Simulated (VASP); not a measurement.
# SnO2 (Fm-3m) in VASP: vibrations by perturbation theory with PBEsol

Aim: the vibrations by perturbation theory of SnO2 with PBEsol.

All numbers are computed with VASP 6.6.1; they aren't measurements. Logs are shortened: lines on timing, memory, paths and dates and some standing lists are left out, and cuts for length are marked.

## Step 1: The cell of the first run

It takes space group Fm-3m (No. 225, cubic). The conventional cell has a = 5.148 Å, b = 5.148 Å, c = 5.148 Å, α = 90.00°, β = 90.00°, γ = 90.00°. Sn (site symmetry m-3m) has 8 O at 2.23 Å within 2.9 Å. O (site symmetry -43m) has 4 Sn at 2.23 Å and 6 O at 2.57 Å within 2.9 Å.

## Step 2: Vibrations by perturbation theory, PBEsol

INCAR

```
  PREC = Accurate
  ENCUT = 520
  EDIFF = 1E-8
  ISMEAR = -1
  SIGMA = 0.05
  LREAL = F
  LASPH = T
  NELM = 100
  ALGO = Normal
  ISIF = 2
  LWAVE = F
  LCHARG = F
  GGA = PS
  NBANDS = 20
  IBRION = 8
  NSW = 1
```

KPOINTS

```
Automatic mesh
0
Gamma
  7 7 7
```

POSCAR

```
SnO2
1.0
    0.0000000000      2.5741500000      2.5741500000
    2.5741500000      0.0000000000      2.5741500000
    2.5741500000      2.5741500000      0.0000000000
Sn O
1 2
Direct
    0.0000000000      0.0000000000      0.0000000000
    0.7500000000      0.7500000000      0.7500000000
    0.2500000000      0.2500000000      0.2500000000
```

Potentials or basis: VASP PAW PBE potentials, release 64 (Sn_d, O).

Run with:

```sh
$ cat potpaw_PBE.64/Sn_d/POTCAR potpaw_PBE.64/O/POTCAR > POTCAR
$ mpirun -np 1 vasp_std > vasp.out
```

OUTCAR:

```text
PREC = Accurate
   ENCUT = 520
   EDIFF = 1E-8
   ISMEAR = -1
   LREAL = F
   LASPH = T
   NELM = 100
   ISIF = 2
   GGA = PS
   IBRION = 8
   NSW = 1

 ion  position               nearest neighbor table
   1  0.000  0.000  0.000-   2 2.23   3 2.23   2 2.23   2 2.23   2 2.23   3 2.23   3 2.23   3 2.23

   2  0.750  0.750  0.750-   1 2.23   1 2.23   1 2.23   1 2.23
   3  0.250  0.250  0.250-   1 2.23   1 2.23   1 2.23   1 2.23

  LATTYP: Found a face centered cubic cell.
 ALAT       =     5.1483000000

  Lattice vectors:

 A1 = (   0.0000000000,   2.5741500000,   2.5741500000)
 A2 = (   2.5741500000,   0.0000000000,   2.5741500000)
 A3 = (   2.5741500000,   2.5741500000,   0.0000000000)

Analysis of symmetry for initial positions (statically):
=====================================================================
 Subroutine PRICEL returns:
 Original cell was already a primitive cell.

 Routine SETGRP: Setting up the symmetry group for a
 face centered cubic supercell.

 Subroutine GETGRP returns: Found 48 space group operations
 (whereof 48 operations were pure point group operations)
 out of a pool of 48 trial point group operations.

The static configuration has the point symmetry O_h .

Analysis of symmetry for dynamics (positions and initial velocities):
=====================================================================
 Subroutine PRICEL returns:
 Original cell was already a primitive cell.

 Routine SETGRP: Setting up the symmetry group for a
 face centered cubic supercell.

 Subroutine GETGRP returns: Found 48 space group operations
 (whereof 48 operations were pure point group operations)
 out of a pool of 48 trial point group operations.

The dynamic configuration has the point symmetry O_h .

 Subroutine INISYM returns: Found 48 space group operations
[... 627 lines left out ...]
     2.574150000  2.574150000  0.000000000     0.194238875  0.194238875 -0.194238875

 POSITION                                       TOTAL-FORCE (eV/Angst)
 -----------------------------------------------------------------------------------
      0.00000      0.00000      0.00000         0.000000      0.000000      0.000000
      3.86123      3.86123      3.86123        -0.000000      0.000000      0.000000
      1.28707      1.28707      1.28707         0.000000     -0.000000     -0.000000
 -----------------------------------------------------------------------------------
    total drift:                                0.000000      0.000000      0.000000

  FREE ENERGIE OF THE ION-ELECTRON SYSTEM (eV)
  ---------------------------------------------------
  free  energy   TOTEN  =       -19.1539148511 eV

  energy  without entropy=      -19.1524073749  energy(sigma->0) =      -19.15316111

[... ionic steps 2 to 3 ...]

--------------------------------------- Ionic step        4  -------------------------------------------

------------------------ aborting loop because EDIFF is reached ----------------------------------------

[... ionic steps 5 to 6 ...]

--------------------------------------- Ionic step        7  -------------------------------------------

 Free energy of the ion-electron system (eV)
  ---------------------------------------------------
  ---------------------------------------------------
  free energy    TOTEN  =        -0.36382359 eV

  energy without entropy =       -0.36382359

------------------------ aborting loop because EDIFF is reached ----------------------------------------

 INTERNAL STRAIN TENSOR  FOR ION    2  DIRECTION 1   (eV/Angst):
 -----------------------------------------------------------------------------
     0.01357  0.00000  0.00000
     0.00000 -0.00767  1.69655
     0.00000  1.69655 -0.00767

 INTERNAL STRAIN TENSOR FOR ION    3 for displacements in x,y,z  (eV/Angst):
          X           Y           Z          XY          YZ          ZX
  --------------------------------------------------------------------------------
  x     0.00000     0.00000     0.00000     0.00000    -1.69655     0.00000
  y     0.00000     0.00000     0.00000     0.00000     0.00000    -1.69655
  z     0.00000     0.00000     0.00000    -1.69655     0.00000     0.00000

 SECOND DERIVATIVES (NOT SYMMETRIZED)
 ------------------------------------
               1X          1Y          1Z          2X          2Y          2Z          3X          3Y          3Z
  1X    -7.487654    0.000000    0.000000    3.743827    0.000000    0.000000    3.743827    0.000000    0.000000
  1Y     0.000000   -7.487654    0.000000    0.000000    3.743827    0.000000    0.000000    3.743827    0.000000
  1Z     0.000000    0.000000   -7.487654    0.000000    0.000000    3.743827    0.000000    0.000000    3.743827
  2X     3.752295    0.000000    0.000000   -8.978722    0.000000    0.000000    5.226428    0.000000    0.000000
  2Y     0.000000    3.752295    0.000000    0.000000   -8.978722    0.000000    0.000000    5.226428    0.000000
  2Z     0.000000    0.000000    3.752295    0.000000    0.000000   -8.978722    0.000000    0.000000    5.226428
  3X     3.752295    0.000000    0.000000    5.226428    0.000000    0.000000   -8.978722    0.000000    0.000000
  3Y     0.000000    3.752295    0.000000    0.000000    5.226428    0.000000    0.000000   -8.978722    0.000000
  3Z     0.000000    0.000000    3.752295    0.000000    0.000000    5.226428    0.000000    0.000000   -8.978722

 Eigenvectors and eigenvalues of the dynamical matrix
 ----------------------------------------------------

   1 f  =   14.730370 THz    92.553643 2PiTHz  491.352245 cm-1    60.919887 meV
             X         Y         Z           dx          dy          dz
      0.000000  0.000000  0.000000    -0.000000   -0.000000    0.000000
      3.861225  3.861225  3.861225    -0.026601    0.588764    0.390704
      1.287075  1.287075  1.287075     0.026601   -0.588764   -0.390704
[... 43 lines left out ...]
   9 f/i=    0.003937 THz     0.024738 2PiTHz    0.131330 cm-1     0.016283 meV
             X         Y         Z           dx          dy          dz
      0.000000  0.000000  0.000000    -0.014632   -0.132703   -0.877625
      3.861225  3.861225  3.861225    -0.005366   -0.048664   -0.321836
      1.287075  1.287075  1.287075    -0.005366   -0.048664   -0.321836

--------------------------------------------------------------------------------------------------------

 ELASTIC MODULI CONTR FROM IONIC RELAXATION (kBar)
 Direction    XX          YY          ZZ          XY          YZ          ZX
 --------------------------------------------------------------------------------
 XX           0.0000      0.0000      0.0000      0.0000      0.0000      0.0000
 YY           0.0000      0.0000      0.0000      0.0000      0.0000      0.0000
 ZZ           0.0000      0.0000      0.0000      0.0000      0.0000      0.0000
 XY           0.0000      0.0000      0.0000    -19.0324      0.0000     -0.0000
 YZ           0.0000      0.0000      0.0000      0.0000    -19.0324     -0.0000
 ZX           0.0000      0.0000      0.0000     -0.0000     -0.0000    -19.0324
 --------------------------------------------------------------------------------
```

stdout:

```text
POSCAR found type information on POSCAR SnO
 POSCAR found :  2 types and       3 ions
 scaLAPACK will be used
 -----------------------------------------------------------------------------
|                                                                             |
|                                                                             |
|     You enforced a specific xc type in the INCAR file but a different       |
|     I HOPE YOU KNOW WHAT YOU ARE DOING!                                     |
|                                                                             |
 -----------------------------------------------------------------------------

 LDA part: xc-table for (Slater+PW92), standard interpolation
 POSCAR, INCAR and KPOINTS ok, starting setup
 FFT: planning ... GRIDC
 FFT: planning ... GRID_SOFT
 FFT: planning ... GRID
 WAVECAR not read
 entering main loop
 Linear response reoptimize wavefunctions to high precision
 Linear response DOF=           2
 Linear response progress:
 first order change of Fermi-energy  -0.21614E-05
 force on displaced ion       1 direction 1 :  -7.488   0.000   0.000
 Linear response progress:
 first order change of Fermi-energy   0.76542E-04
 force on displaced ion       2 direction 1 :  -8.979   0.000   0.000
 Linear response finished
```

It took 4.7 min on 1 thread of AMD EPYC, shared host; peak memory 0.2 GiB.

What came out:

```
Highest phonon frequency at Γ, LO-TO splitting left out : 491 cm⁻¹
```

Phonon frequencies in cm⁻¹ (negative: imaginary):
```csv
q point,frequencies
"(0.000, 0.000, 0.000)",0 0 0 284 284 284 491 491 491
```

Caveat: the cell wasn't relaxed at this level first, which shifts response properties; spin-orbit coupling is left out, which moves the levels of the heavy elements.
